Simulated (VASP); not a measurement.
The system is AlN.

```xyz
4
Lattice="3.1067 0.0000 0.0000 -1.5533 2.6905 0.0000 0.0000 0.0000 4.9786" Properties=species:S:1:pos:R:3 pbc="T T T"
Al    0.0000    1.7937   -0.0164
Al    1.5533    0.8968    2.4729
N     0.0000    1.7937    1.8834
N     1.5533    0.8968    4.3727
```

Base run:

| Quantity | Value |
| --- | --- |
| Program | VASP 6.6.1 |
| Functional | PBE |
| Potentials or basis | VASP PAW PBE potentials, release 64 (Al, N) |
| Cutoff | 520 eV |
| k mesh | 12 × 12 × 6 |
| Occupations | gaussian, width 0.01 eV |
| Spin | no spin polarisation |

Its results: band gap on the k mesh 4.24 eV, direct; pressure 4.4 GPa.

Task: The run is repeated on the same cell with these changes: functional from PBE to r2SCAN; k mesh from 12 × 12 × 6 to 9 × 9 × 4. What comes out?

Result: Band gap on the k mesh 4.92 eV, direct; pressure -0.4 GPa.

Several settings changed at once, so the effect can't be laid on one alone.

Caveats: the PAW data sets were made with another functional, which shifts forces and pressure a little (some runs).

A k mesh can miss the band edges.
